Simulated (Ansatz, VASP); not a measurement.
# One calculation of CaSe, two programs

The input INCAR:

```
ALGO = Normal ; EDIFF = 1E-6
ENCUT = 520 ; GGA = CA
ISIF = 2 ; ISMEAR = 0
LASPH = True ; LCHARG = False
LREAL = False ; LWAVE = False
NBANDS = 15 ; NELM = 80
PREC = Accurate ; SIGMA = 0.05
```

The input KPOINTS:

```
k-points
0
Gamma
  8 8 8
```

File POSCAR:

```
CaSe
1.0
    0.0517300000      2.9560000000      2.9560000000
    3.0077300000      0.0000000000      3.0077300000
    2.9560000000      2.9560000000      0.0517300000
Ca Se
1 1
Direct
    0.0000000000      0.0000000000      0.0000000000
    0.5000000000      0.5000000000      0.5000000000
```

Input for Ansatz:

```yaml
crystal:
  lattice:
    - [0.05173, 2.956, 2.956]
    - [3.00773, 0.0, 3.00773]
    - [2.956, 2.956, 0.05173]
  atoms:
    - { symbol: Ca, position: [0.0, 0.0, 0.0] }
    - { symbol: Se, position: [0.5, 0.5, 0.5] }
basis:
  ecutwfc: 420
kpoints:
  mp_grid: { grid: [8, 8, 8] }
hamiltonian:
  xc: lda
scf:
  occupations: { method: gaussian, width: 0.05 }
output:
  forces: true
  stress: true
  eigenvalues: true
```

Change from the starting cell: strain +0.0350 x Voigt [0, 0, 0, 0, 1, 0], atoms carried along.

Alike in both runs: task single point; functional LDA; k mesh 8 × 8 × 8; occupations gaussian, width 0.05 eV; no spin polarisation.

|  | VASP | Ansatz |
| --- | --- | --- |
| version | VASP 6.6.1 | Ansatz 0.2.0 |
| potentials or method | VASP PAW LDA potentials, release 64 (Ca_sv, Se), cutoff 520 eV | scalar-relativistic, plane waves, PAW |
| valence electrons in the cell | 16 | 26 |

VASP gave:

- gap on the k mesh at the Fermi level (eV): 1.75
- least direct gap on the mesh (eV): 2.65
- pressure (GPa): -2.9
- traceless stress, the component that is largest in VASP (GPa): -0.98

Task: What did Ansatz give for the same quantities?

Result: gap on the k mesh at the Fermi level (eV): 1.77; least direct gap on the mesh (eV): 2.67; pressure (GPa): -3.1; traceless stress, the component that is largest in VASP (GPa): -0.99.

LDA's correlation is that of Perdew and Zunger in VASP and of Perdew and Wang (1992) in Ansatz. VASP's potentials hold 16 valence electrons a cell and Ansatz's 26, so a difference there can come from the potentials and not from the codes.
